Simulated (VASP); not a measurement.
# Ru (Fm-3m) in VASP: single point with PBEsol

Aim: the single point of Ru with PBEsol.

All numbers are computed with VASP 6.6.1; they aren't measurements. Logs are shortened: lines on timing, memory, paths and dates and some standing lists are left out, and cuts for length are marked.

## 1. The cell of the first run

It takes space group Fm-3m (No. 225, cubic). The conventional cell has a = 3.629 Å, b = 3.629 Å, c = 3.629 Å, α = 90.00°, β = 90.00°, γ = 90.00°. Within 3.4 Å of Ru (site symmetry m-3m) lie 12 Ru at 2.57 Å.

## 2. Single point, PBEsol

Input file INCAR:

```
ALGO = Normal ; EDIFF = 1E-6
ENCUT = 500 ; GGA = PS
GGA_COMPAT = False ; ISIF = 2
ISMEAR = 0 ; LASPH = True
LCHARG = False ; LREAL = False
LWAVE = False ; NBANDS = 13
NELM = 120 ; PREC = Accurate
SIGMA = 0.01
```

Input file KPOINTS:

```
k-points
0
Gamma
  12 12 12
```

Input file POSCAR:

```
Ru
1.0
    0.0000000000      1.8143300000      1.8143300000
    1.8143300000      0.0000000000      1.8143300000
    1.8143300000      1.8143300000      0.0000000000
Ru
1
Direct
    0.0000000000      0.0000000000      0.0000000000
```

Potentials or basis: VASP PAW PBE potentials, release 64 (Ru_pv).

Started as:

```
$ cat potpaw_PBE.64/Ru_pv/POTCAR > POTCAR
$ mpirun -np 1 vasp_std > vasp.out
```

OUTCAR:

```text
EDIFF = 1E-6
   ENCUT = 500
   GGA = PS
   ISIF = 2
   ISMEAR = 0
   LASPH = True
   LREAL = False
   NELM = 120
   PREC = Accurate

 ion  position               nearest neighbor table
   1  0.000  0.000  0.000-

  LATTYP: Found a face centered cubic cell.
 ALAT       =     3.6286600000

  Lattice vectors:

 A1 = (   0.0000000000,   1.8143300000,   1.8143300000)
 A2 = (   1.8143300000,   0.0000000000,   1.8143300000)
 A3 = (   1.8143300000,   1.8143300000,   0.0000000000)

Analysis of symmetry for initial positions (statically):
=====================================================================
 Subroutine PRICEL returns:
 Original cell was already a primitive cell.

 Routine SETGRP: Setting up the symmetry group for a
 face centered cubic supercell.

 Subroutine GETGRP returns: Found 48 space group operations
 (whereof 48 operations were pure point group operations)
 out of a pool of 48 trial point group operations.

The static configuration has the point symmetry O_h .

Analysis of symmetry for dynamics (positions and initial velocities):
=====================================================================
 Subroutine PRICEL returns:
 Original cell was already a primitive cell.

 Routine SETGRP: Setting up the symmetry group for a
 face centered cubic supercell.

 Subroutine GETGRP returns: Found 48 space group operations
 (whereof 48 operations were pure point group operations)
 out of a pool of 48 trial point group operations.

The dynamic configuration has the point symmetry O_h .

 Subroutine INISYM returns: Found 48 space group operations
 (whereof 48 operations are pure point group operations),
 and found     1 'primitive' translations

----------------------------------------------------------------------------------------

                                     Primitive cell

  volume of cell :      11.9448

  direct lattice vectors                    reciprocal lattice vectors
     0.000000000  1.814330000  1.814330000    -0.275583824  0.275583824  0.275583824
     1.814330000  0.000000000  1.814330000     0.275583824 -0.275583824  0.275583824
     1.814330000  1.814330000  0.000000000     0.275583824  0.275583824 -0.275583824

  length of vectors
     2.565850093  2.565850093  2.565850093     0.477325185  0.477325185  0.477325185

  position of ions in fractional coordinates (direct lattice)
     0.000000000  0.000000000  0.000000000

  ion indices of the primitive-cell ions
   primitive index   ion index
                 1           1

----------------------------------------------------------------------------------------
[... 76 lines left out ...]
   ISIF   =      2    stress and relaxation
   ISYM   =      2    0-nonsym 1-usesym 2-fastsym
   POTIM  = 0.5000    time-step for ionic-motion
   TEBEG  =    0.0;   TEEND  =   0.0 temperature during run
   PSTRESS=    0.0 pullay stress
   NELECT =      14.0000    total number of electrons
   NUPDOWN=      -1.0000    fix difference up-down
   EMIN   =  10.00;   EMAX   =-10.00  energy-range for DOS
   EFERMI =   0.00;   METHOD = LEGACY
   ISMEAR =     0;   SIGMA  =   0.01  broadening in eV -4-tet -1-fermi 0-gaus
   EFERMI_NEDOS =   21; number of points for ismear=-14 and -15
   IALGO  =     38    algorithm
   IMIX   =      4    mixing-type and parameters
     AMIX     =   0.40;   BMIX     =  1.00
     AMIX_MAG =   1.60;   BMIX_MAG =  1.00
  volume/ion in A,a.u.               =      11.94        80.61
  Fermi-wavevector in a.u.,A,eV,Ry     =   1.726068  3.261796 40.535983  2.979311
  Thomas-Fermi vector in A             =   2.801450
   LORBIT       =      0    0 simple, 1 ext, 2 COOP (PROOUT), +10 PAW based schemes
   GGA     = PS    functional components
   LHFCALC =     F    Hartree Fock is set to
   AEXX    =    0.0000 exact exchange contribution
   IVDW    =     0    specifies the selected vdW correction
   LEPSILON=     F    determine dielectric tensor
   LRPA    =     F    only Hartree local field effects (RPA)
 non-spin polarized calculation
 Gauss-broadening in eV      SIGMA  =   0.01
  energy-cutoff  :      500.00
  volume of cell :       11.94
 maximum number of plane-waves:       313
   NGX =  9   NGY =  9   NGZ =  9

 number of electron      14.0000003 magnetization

 Free energy of the ion-electron system (eV)
  ---------------------------------------------------
  ext. energy  EPLUGINS =         0.00000000
  ---------------------------------------------------
  free energy    TOTEN  =        -9.86136867 eV

  energy without entropy =       -9.86127365  energy(sigma->0) =       -9.86132116

 E-fermi :  15.0665     XC(G=0): -15.0879

 val. band max:       15.0642194495   @ k =  -0.3333   0.4167   0.0833
 cond. band min:      15.0828489701   @ k =   0.0833   0.0833   0.0000
 fundamental gap:      0.0186295206
 Fermi energy:        15.0665235811

 k-point     1 :       0.0000    0.0000    0.0000
  band No.  band energies     occupation
      1     -27.2874      2.00000
      2     -27.2874      2.00000
      3     -27.2874      2.00000
      4       6.3622      2.00000
      5      11.9453      2.00000
      6      11.9453      2.00000
      7      11.9453      2.00000
      8      14.9519      2.00000
      9      14.9519      2.00000
     10      25.3602      0.00000
     11      29.9218      0.00000
     12      36.4018      0.00000
     13      36.4018      0.00000
[... 354 lines left out ...]
  band No.  band energies     occupation
      1     -28.7695      2.00000
      2     -27.8051      2.00000
      3     -27.5614      2.00000
      4       8.8999      2.00000
      5      10.8869      2.00000
      6      12.7056      2.00000
      7      13.3377      2.00000
      8      16.7491      0.00000
      9      20.9862      0.00000
     10      25.3500      0.00000
     11      26.6887      0.00000
     12      31.6265      0.00000
     13      35.4129      0.00000

 [... further k-points ...]
[... 5 lines left out ...]
  --------------------------------------------------------------------------------------
  -------------------------------------------------------------------------------------
  Total        3.7862587      3.7862587      3.7862587      0.0000000     -0.0000000     -0.0000000
  in kB      507.8576835    507.8576835    507.8576835      0.0000000     -0.0000000     -0.0000000
  external PRESSURE =     507.8576835 kB  Pullay stress =       0.0000000 kB

 VOLUME and BASIS-vectors are now :
 -----------------------------------------------------------------------------
  energy-cutoff  :      500.00
  volume of cell :       11.94
      direct lattice vectors                 reciprocal lattice vectors
     0.000000000  1.814330000  1.814330000    -0.275583824  0.275583824  0.275583824
     1.814330000  0.000000000  1.814330000     0.275583824 -0.275583824  0.275583824
     1.814330000  1.814330000  0.000000000     0.275583824  0.275583824 -0.275583824

 POSITION                                       TOTAL-FORCE (eV/Angst)
 -----------------------------------------------------------------------------------
      0.00000      0.00000      0.00000        -0.000000      0.000000      0.000000
 -----------------------------------------------------------------------------------
    total drift:                               -0.000000     -0.000000     -0.000000

  FREE ENERGIE OF THE ION-ELECTRON SYSTEM (eV)
  ---------------------------------------------------
  free  energy   TOTEN  =        -9.8613686749 eV

  energy  without entropy=       -9.8612736471  energy(sigma->0) =       -9.86132116
```

OSZICAR:

```text
N       E                     dE             d eps       ncg     rms          rms(c)
DAV:   1     0.102905265446E+03    0.10291E+03   -0.82694E+03  1880   0.114E+03
DAV:   2    -0.936482675010E+01   -0.11227E+03   -0.10777E+03  2057   0.325E+02
DAV:   3    -0.105614087429E+02   -0.11966E+01   -0.11943E+01  2057   0.365E+01
DAV:   4    -0.105646422407E+02   -0.32335E-02   -0.32334E-02  2067   0.204E+00
DAV:   5    -0.105646607224E+02   -0.18482E-04   -0.18482E-04  2062   0.141E-01    0.185E+01
DAV:   6    -0.993631241094E+01    0.62835E+00   -0.84101E-01  1897   0.126E+01    0.610E+00
DAV:   7    -0.986717107315E+01    0.69141E-01   -0.11657E-01  1997   0.445E+00    0.116E+00
DAV:   8    -0.986170720864E+01    0.54639E-02   -0.58322E-03  1912   0.107E+00    0.446E-01
DAV:   9    -0.986136038058E+01    0.34683E-03   -0.20529E-04  2102   0.195E-01    0.210E-02
DAV:  10    -0.986136910524E+01   -0.87247E-05   -0.49399E-06  1962   0.259E-02    0.503E-03
DAV:  11    -0.986136867492E+01    0.43032E-06   -0.80046E-08  1111   0.374E-03
   1 F= -.98613687E+01 E0= -.98613212E+01  d E =-.950278E-04
```

Run time: 24 s. Hardware: 1 thread of AMD EPYC 7R13, shared host; peak memory 0.1 GiB.

Results:

```yaml
Free_energy: -9.8614 eV
Pressure: 50.8 GPa
Band_gap_on_the_k_mesh: zero (band 7 reaches 17.89 eV, above the bottom of band 8 at 13.62 eV)
```

Caveat: the PAW data sets were made with another functional, which shifts forces and pressure a little.
